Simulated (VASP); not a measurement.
# ScAl3 (Pm-3m) in VASP: a series of runs

ScAl3 is run at these levels: PBE+D3(BJ); tasks: single point, relaxation of cell and atoms.

Everything below comes from runs of VASP 6.6.1. Logs are shortened: lines on timing, memory, paths and dates and some standing lists are left out, and cuts for length are marked.

### Step 1. The cell of the first run

Symmetry: Pm-3m, No. 221, cubic system. Conventional cell: a = 4.049 Å, b = 4.049 Å, c = 4.049 Å, α = 90.00°, β = 90.00°, γ = 90.00°. Within 3.8 Å of Sc (site symmetry m-3m) lie 12 Al at 2.86 Å. Al (site symmetry 4/mmm) has 4 Sc at 2.86 Å and 8 Al at 2.86 Å within 3.8 Å.

### Step 2. Single point, PBE+D3(BJ)

INCAR reads:

```
SYSTEM = ScAl3
ALGO = Fast
EDIFF = 1E-7
ENCUT = 520
GGA = PE
ISIF = 2
ISMEAR = 0
IVDW = 12
LASPH = .True.
LCHARG = .False.
LREAL = .False.
LWAVE = .False.
NBANDS = 18
NELM = 80
PREC = Accurate
SIGMA = 0.1
```

KPOINTS reads:

```
k-points
0
Gamma
  10 10 10
  0 0 0
```

POSCAR reads:

```
ScAl3
1.0
    4.0488871646      0.0000000000      0.0000000000
    0.0000000000      4.0488871646      0.0000000000
    0.0000000000      0.0000000000      4.0488871646
Sc Al
1 3
Direct
    0.0000000000      0.0000000000      0.0000000000
    0.5000000000      0.0000000000      0.5000000000
    0.0000000000      0.5000000000      0.5000000000
    0.5000000000      0.5000000000      0.0000000000
```

Potentials or basis: VASP PAW PBE potentials, release 64 (Sc_sv, Al).

Launch:

```console
> cat potpaw_PBE.64/Sc_sv/POTCAR potpaw_PBE.64/Al/POTCAR > POTCAR
> mpirun -np 1 vasp_std > vasp.out
```

OUTCAR:

```text
SYSTEM = ScAl3
   EDIFF = 1E-7
   ENCUT = 520
   GGA = PE
   ISIF = 2
   ISMEAR = 0
   IVDW = 12
   LASPH = .True.
   LREAL = .False.
   NELM = 80
   PREC = Accurate
 IVDW          = 12

 ion  position               nearest neighbor table
   1  0.000  0.000  0.000-   2 2.86   3 2.86   4 2.86   2 2.86   3 2.86   3 2.86   4 2.86   3 2.86
                             2 2.86   4 2.86   2 2.86   4 2.86
   2  0.500  0.000  0.500-   1 2.86   3 2.86   4 2.86   1 2.86   4 2.86   3 2.86   4 2.86   4 2.86
                             1 2.86   3 2.86   1 2.86   3 2.86
   3  0.000  0.500  0.500-   1 2.86   2 2.86   4 2.86   1 2.86   4 2.86   1 2.86   2 2.86   1 2.86
                             2 2.86   4 2.86   4 2.86   2 2.86
   4  0.500  0.500  0.000-   1 2.86   2 2.86   3 2.86   2 2.86   3 2.86   1 2.86   2 2.86   2 2.86
                             1 2.86   3 2.86   3 2.86   1 2.86

  LATTYP: Found a simple cubic cell.
 ALAT       =     4.0488871646

  Lattice vectors:

 A1 = (   4.0488871646,   0.0000000000,   0.0000000000)
 A2 = (   0.0000000000,   4.0488871646,   0.0000000000)
 A3 = (   0.0000000000,   0.0000000000,   4.0488871646)

Analysis of symmetry for initial positions (statically):
=====================================================================
 Subroutine PRICEL returns:
 Original cell was already a primitive cell.

 Routine SETGRP: Setting up the symmetry group for a
 simple cubic supercell.

 Subroutine GETGRP returns: Found 48 space group operations
 (whereof 48 operations were pure point group operations)
 out of a pool of 48 trial point group operations.

The static configuration has the point symmetry O_h .

Analysis of symmetry for dynamics (positions and initial velocities):
=====================================================================
 Subroutine PRICEL returns:
 Original cell was already a primitive cell.

 Routine SETGRP: Setting up the symmetry group for a
 simple cubic supercell.

 Subroutine GETGRP returns: Found 48 space group operations
 (whereof 48 operations were pure point group operations)
 out of a pool of 48 trial point group operations.

The dynamic configuration has the point symmetry O_h .

 Subroutine INISYM returns: Found 48 space group operations
 (whereof 48 operations are pure point group operations),
 and found     1 'primitive' translations

----------------------------------------------------------------------------------------

                                     Primitive cell

  volume of cell :      66.3754

  direct lattice vectors                    reciprocal lattice vectors
     4.048887165  0.000000000  0.000000000     0.246981444  0.000000000  0.000000000
     0.000000000  4.048887165  0.000000000     0.000000000  0.246981444  0.000000000
     0.000000000  0.000000000  4.048887165     0.000000000  0.000000000  0.246981444

  length of vectors
     4.048887165  4.048887165  4.048887165     0.246981444  0.246981444  0.246981444

  position of ions in fractional coordinates (direct lattice)
     0.000000000  0.000000000  0.000000000
     0.500000000  0.000000000  0.500000000
     0.000000000  0.500000000  0.500000000
     0.500000000  0.500000000  0.000000000

  ion indices of the primitive-cell ions
   primitive index   ion index
                 1           1
                 2           2
                 3           3
                 4           4

----------------------------------------------------------------------------------------

 KPOINTS: k-points

Automatic generation of k-mesh.
 Grid dimensions read from file:
 generate k-points for:   10   10   10

 Generating k-lattice:

  Cartesian coordinates                     Fractional coordinates (reciprocal lattice)
     0.024698144  0.000000000  0.000000000     0.100000000  0.000000000  0.000000000
     0.000000000  0.024698144  0.000000000     0.000000000  0.100000000  0.000000000
     0.000000000  0.000000000  0.024698144     0.000000000  0.000000000  0.100000000

  Length of vectors
     0.024698144  0.024698144  0.024698144

  Shift w.r.t. Gamma in fractional coordinates (k-lattice)
     0.000000000  0.000000000  0.000000000

 Subroutine IBZKPT returns following result:
 ===========================================

 Found     56 irreducible k-points:

 Following reciprocal coordinates:
            Coordinates               Weight
  0.000000  0.000000  0.000000      1.000000
  0.100000  0.000000  0.000000      6.000000
  0.200000  0.000000  0.000000      6.000000
  0.300000  0.000000  0.000000      6.000000
  0.400000  0.000000  0.000000      6.000000
  0.500000  0.000000  0.000000      3.000000
[... 16 lines left out ...]
  0.200000  0.100000  0.100000     24.000000
  0.300000  0.100000  0.100000     24.000000
 [... further k-points ...]
   k-points           NKPTS =     56   k-points in BZ     NKDIM =     56   number of bands    NBANDS=     18
   number of dos      NEDOS =    301   number of ions     NIONS =      4
   total plane-waves  NPLWV =  27000
   dimension x,y,z NGX =    30 NGY =   30 NGZ =   30
   dimension x,y,z NGXF=    60 NGYF=   60 NGZF=   60
   ions per type =               1   3
   NGX,Y,Z   is equivalent  to a cutoff of  12.32, 12.32, 12.32 a.u.
   NGXF,Y,Z  is equivalent  to a cutoff of  24.64, 24.64, 24.64 a.u.
 SYSTEM =  ScAl3
   PREC   = accura    normal or accurate (medium, high low for compatibility)
   ISTART =      0    job   : 0-new  1-cont  2-samecut
   ICHARG =      2    charge: 1-file 2-atom 10-const
   ISPIN  =      1    spin polarized calculation?
   LNONCOLLINEAR =      F non collinear calculations
   LSORBIT =      F    spin-orbit coupling
   LASPH  =      T    aspherical Exc in radial PAW
   ENCUT  =  520.0 eV  38.22 Ry    6.18 a.u.   7.53  7.53  7.53*2*pi/ulx,y,z
   NELM   =     80;   NELMIN=  2; NELMDL= -5     # of ELM steps
   EDIFF  = 0.1E-06   stopping-criterion for ELM
   LREAL  =      F    real-space projection
   EDIFFG = 0.1E-05   stopping-criterion for IOM
   NSW    =      0    number of steps for IOM
   IBRION =     -1    ionic relax: 0-MD 1-quasi-New 2-CG
   NFREE  =      0    steps in history (QN), initial steepest desc. (CG)
   ISIF   =      2    stress and relaxation
   ISYM   =      2    0-nonsym 1-usesym 2-fastsym
   POTIM  = 0.5000    time-step for ionic-motion
   TEBEG  =    0.0;   TEEND  =   0.0 temperature during run
   PSTRESS=    0.0 pullay stress
   NELECT =      20.0000    total number of electrons
   NUPDOWN=      -1.0000    fix difference up-down
   EMIN   =  10.00;   EMAX   =-10.00  energy-range for DOS
   EFERMI =   0.00;   METHOD = LEGACY
   ISMEAR =     0;   SIGMA  =   0.10  broadening in eV -4-tet -1-fermi 0-gaus
   EFERMI_NEDOS =   21; number of points for ismear=-14 and -15
   IALGO  =     68    algorithm
   IMIX   =      4    mixing-type and parameters
     AMIX     =   0.40;   BMIX     =  1.00
     AMIX_MAG =   1.60;   BMIX_MAG =  1.00
  volume/ion in A,a.u.               =      16.59       111.98
  Fermi-wavevector in a.u.,A,eV,Ry     =   1.097529  2.074028 16.389155  1.204569
  Thomas-Fermi vector in A             =   2.233890
   LORBIT       =      0    0 simple, 1 ext, 2 COOP (PROOUT), +10 PAW based schemes
   GGA     = PE    functional components
   LHFCALC =     F    Hartree Fock is set to
   AEXX    =    0.0000 exact exchange contribution
   IVDW    =    12    specifies the selected vdW correction
   LEPSILON=     F    determine dielectric tensor
   LRPA    =     F    only Hartree local field effects (RPA)
 non-spin polarized calculation
 RMM-DIIS sequential band-by-band and
 Gauss-broadening in eV      SIGMA  =   0.10
  energy-cutoff  :      520.00
  volume of cell :       66.38
 maximum number of plane-waves:      1808
   NGX = 15   NGY = 15   NGZ = 15

 number of electron      20.0000001 magnetization

 Free energy of the ion-electron system (eV)
  ---------------------------------------------------
  ext. energy  EPLUGINS =         0.00000000
  ---------------------------------------------------
  free energy    TOTEN  =       -19.26646355 eV

  energy without entropy =      -19.26122207  energy(sigma->0) =      -19.26384281

 E-fermi :   7.5532     XC(G=0): -10.5283

 val. band max:        7.5200730464   @ k =   0.5000   0.1000   0.1000
 cond. band min:       7.5556095370   @ k =   0.3000   0.0000   0.0000
 fundamental gap:      0.0355364906
 Fermi energy:         7.5531758562

 k-point     1 :       0.0000    0.0000    0.0000
  band No.  band energies     occupation
      1     -41.3367      2.00000
      2     -20.0512      2.00000
      3     -20.0512      2.00000
      4     -20.0512      2.00000
      5      -2.6478      2.00000
      6       4.8802      2.00000
[... 10 lines left out ...]
     17      12.9734      0.00000
     18      12.9734      0.00000

 k-point     2 :       0.1000    0.0000    0.0000
  band No.  band energies     occupation
      1     -41.3365      2.00000
      2     -20.0548      2.00000
      3     -20.0510      2.00000
      4     -20.0510      2.00000
      5      -2.5534      2.00000
      6       4.0994      2.00000
[... 10 lines left out ...]
     17      13.0503      0.00000
     18      13.0509      0.00000

 k-point     3 :       0.2000    0.0000    0.0000
  band No.  band energies     occupation
      1     -41.3361      2.00000
      2     -20.0641      2.00000
      3     -20.0502      2.00000
      4     -20.0502      2.00000
      5      -2.2732      2.00000
      6       2.9298      2.00000
[... 10 lines left out ...]
     17      12.9124      0.00000
     18      13.1016      0.00000

 k-point     4 :       0.3000    0.0000    0.0000
  band No.  band energies     occupation
      1     -41.3357      2.00000
      2     -20.0755      2.00000
      3     -20.0493      2.00000
      4     -20.0493      2.00000
      5      -1.8177      2.00000
      6       1.7743      2.00000
[... 375 lines left out ...]
      4     -20.0540      2.00000
      5      -2.3663      2.00000
      6       4.0870      2.00000
[... 10 lines left out ...]
     17      13.2068      0.00000
     18      13.2752      0.00000

 k-point    23 :       0.2000    0.1000    0.1000
  band No.  band energies     occupation
      1     -41.3359      2.00000
      2     -20.0634      2.00000
      3     -20.0536      2.00000
      4     -20.0532      2.00000
      5      -2.0898      2.00000
      6       3.0639      2.00000
[... 10 lines left out ...]
     17      12.6906      0.00000
     18      13.0955      0.00000

 k-point    24 :       0.3000    0.1000    0.1000
  band No.  band energies     occupation
      1     -41.3354      2.00000
      2     -20.0747      2.00000
      3     -20.0527      2.00000
      4     -20.0522      2.00000
      5      -1.6406      2.00000
      6       1.9303      2.00000
[... 10 lines left out ...]
     17      12.4905      0.00000
     18      13.3090      0.00000

 [... further k-points ...]

------------------------ aborting loop because EDIFF is reached ----------------------------------------

 Edisp (eV)   -1.56206

 E8    (eV) :    -0.7179

  FORCE on cell =-STRESS in cart. coord.  units (eV):
  Direction    XX          YY          ZZ          XY          YZ          ZX
  --------------------------------------------------------------------------------------
  -------------------------------------------------------------------------------------
  Total       0.01060     0.01060     0.01060     0.00000     0.00000     0.00000
  in kB       0.25577     0.25577     0.25577     0.00000     0.00000     0.00000
  external pressure =        0.26 kB  Pullay stress =        0.00 kB

 VOLUME and BASIS-vectors are now :
 -----------------------------------------------------------------------------
  energy-cutoff  :      520.00
  volume of cell :       66.38
      direct lattice vectors                 reciprocal lattice vectors
     4.048887165  0.000000000  0.000000000     0.246981444  0.000000000  0.000000000
     0.000000000  4.048887165  0.000000000     0.000000000  0.246981444  0.000000000
     0.000000000  0.000000000  4.048887165     0.000000000  0.000000000  0.246981444

 POSITION                                       TOTAL-FORCE (eV/Angst)
 -----------------------------------------------------------------------------------
      0.00000      0.00000      0.00000         0.000000      0.000000      0.000000
      2.02444      0.00000      2.02444         0.000000      0.000000      0.000000
      0.00000      2.02444      2.02444         0.000000      0.000000      0.000000
      2.02444      2.02444      0.00000         0.000000      0.000000      0.000000
 -----------------------------------------------------------------------------------
    total drift:                                0.000000     -0.000000      0.000000

  FREE ENERGIE OF THE ION-ELECTRON SYSTEM (eV)
  ---------------------------------------------------
  free  energy   TOTEN  =       -20.8285229745 eV

  energy  without entropy=      -20.8232814967  energy(sigma->0) =      -20.82590224
```

Run time: 56 s. Hardware: 1 thread of Intel Xeon 6975P-C (Granite Rapids), shared host; peak memory 0.21 GiB.

Results:

- Free energy: -20.8285 eV
- Pressure: 0.0 GPa
- Band gap on the k mesh: zero (band 10 reaches 8.57 eV, above the bottom of band 11 at 4.55 eV)
- Dispersion energy per atom: -0.391 eV

Caveat: pairwise dispersion overbinds metals, which lowers pressure and volume.

### Step 3. Relaxation of cell and atoms, PBE+D3(BJ)

This run uses another cell than the first one, of 17.30 Å³/atom, 1.042 times its volume.

INCAR reads:

```
PREC = Accurate
ENCUT = 600
EDIFF = 1E-6
ISMEAR = 0
SIGMA = 0.1
LREAL = F
LASPH = T
NELM = 60
ALGO = Normal
ISIF = 3
LWAVE = F
LCHARG = F
GGA = PE
IVDW = 12
IBRION = 2
NSW = 70
EDIFFG = -0.005
```

KPOINTS reads:

```
Automatic mesh
0
Gamma
  10 10 10
```

POSCAR reads:

```
ScAl3
1.0
    4.1053305968      0.0000000000      0.0000000000
    0.0000000000      4.1053305968      0.0000000000
    0.0000000000      0.0000000000      4.1053305968
Sc Al
1 3
Direct
    0.0000000000      0.0000000000      0.0000000000
    0.5000000000      0.0000000000      0.5000000000
    0.0000000000      0.5000000000      0.5000000000
    0.5000000000      0.5000000000      0.0000000000
```

Potentials or basis: VASP PAW PBE potentials, release 64 (Sc_sv, Al).

Launch:

```console
> cat potpaw_PBE.64/Sc_sv/POTCAR potpaw_PBE.64/Al/POTCAR > POTCAR
> mpirun -np 1 vasp_std > vasp.out
```

OUTCAR:

```text
PREC = Accurate
   ENCUT = 600
   EDIFF = 1E-6
   ISMEAR = 0
   LREAL = F
   LASPH = T
   NELM = 60
   ISIF = 3
   GGA = PE
   IVDW = 12
   IBRION = 2
   NSW = 70
   EDIFFG = -0.005
 IVDW          = 12

 ion  position               nearest neighbor table
   1  0.000  0.000  0.000-   2 2.90   3 2.90   4 2.90   2 2.90   3 2.90   3 2.90   4 2.90   3 2.90
                             2 2.90   4 2.90   2 2.90   4 2.90
   2  0.500  0.000  0.500-   1 2.90   3 2.90   4 2.90   1 2.90   4 2.90   3 2.90   4 2.90   4 2.90
                             1 2.90   3 2.90   1 2.90   3 2.90
   3  0.000  0.500  0.500-   1 2.90   2 2.90   4 2.90   1 2.90   4 2.90   1 2.90   2 2.90   1 2.90
                             2 2.90   4 2.90   4 2.90   2 2.90
   4  0.500  0.500  0.000-   1 2.90   2 2.90   3 2.90   2 2.90   3 2.90   1 2.90   2 2.90   2 2.90
                             1 2.90   3 2.90   3 2.90   1 2.90

  LATTYP: Found a simple cubic cell.
 ALAT       =     4.1053305968

  Lattice vectors:

 A1 = (   4.1053305968,   0.0000000000,   0.0000000000)
 A2 = (   0.0000000000,   4.1053305968,   0.0000000000)
[... 275 lines left out ...]

 E-fermi :   7.5495     XC(G=0): -10.5268

 val. band max:        7.5161497673   @ k =   0.5000   0.1000   0.1000
 cond. band min:       7.5520785811   @ k =   0.3000   0.0000   0.0000
 fundamental gap:      0.0359288138
 Fermi energy:         7.5495212499

 k-point     1 :       0.0000    0.0000    0.0000
  band No.  band energies     occupation
      1     -41.3407      2.00000
      2     -20.0555      2.00000
      3     -20.0555      2.00000
      4     -20.0555      2.00000
      5      -2.6496      2.00000
      6       4.8770      2.00000
      7       4.8770      2.00000
      8       5.7012      2.00000
      9       5.7012      2.00000
     10       5.7012      2.00000
     11       8.7892      0.00000
     12       8.8548      0.00000
     13       8.8548      0.00000
     14       8.8548      0.00000
[... 377 lines left out ...]
      1     -41.3394      2.00000
      2     -20.0789      2.00000
      3     -20.0569      2.00000
      4     -20.0565      2.00000
      5      -1.6426      2.00000
      6       1.9274      2.00000
      7       4.5525      2.00000
      8       5.1434      2.00000
      9       6.3137      2.00000
     10       7.7642      0.00239
     11       8.1831      0.00000
     12       8.5911      0.00000
     13       9.5356      0.00000
     14      10.3095      0.00000

 [... further k-points ...]

------------------------ aborting loop because EDIFF is reached ----------------------------------------

 Edisp (eV)   -1.56142

 E8    (eV) :    -0.7176
[... 27 lines left out ...]
  FREE ENERGIE OF THE ION-ELECTRON SYSTEM (eV)
  ---------------------------------------------------
  free  energy   TOTEN  =       -20.8295249881 eV

  energy  without entropy=      -20.8242739646  energy(sigma->0) =      -20.82689948

 reached required accuracy - stopping structural energy minimisation
```

It took 2.5 min on 1 thread of Intel Xeon Platinum 8259CL at 2.50GHz (Skylake/Cascade Lake), shared host; peak memory 0.26 GiB.

Results:

```yaml
Free_energy: -20.8295 eV
Relaxed_volume: 16.60 Å³/atom
Relaxed_cell: a = 4.049 Å, b = 4.049 Å, c = 4.049 Å, α = 90.00°, β = 90.00°, γ = 90.00°
Space_group_after_relaxing_to_0.05_Å: Pm-3m (No. 221)
Energy_gained_by_relaxing: 8.0 meV/atom
Ionic_steps: 3
Pressure_after_relaxing: 0.0 GPa
Band_gap_on_the_k_mesh: zero (band 10 reaches 8.56 eV, above the bottom of band 11 at 4.54 eV)
Dispersion_energy_per_atom: -0.390 eV
```

The path:
| step | energy change (eV) | largest force (eV/Å) | pressure (GPa) | volume (Å³) |
| --- | --- | --- | --- | --- |
| 1 | 0.0000 | 0.0000 | -3.57 | 69.19 |
| 2 | -0.0276 | 0.0000 | 1.49 | 65.40 |
| 3 | -0.0322 | 0.0000 | -0.01 | 66.40 |

Final structure:
```
Sc Al
1.0
     4.04942    0.00000    0.00000
     0.00000    4.04942    0.00000
     0.00000    0.00000    4.04942
Sc Al
1 3
Direct
  0.00000 0.00000 0.00000
  0.50000 0.00000 0.50000
  0.00000 0.50000 0.50000
  0.50000 0.50000 0.00000
```

Caveat: pairwise dispersion overbinds metals, which lowers pressure and volume.
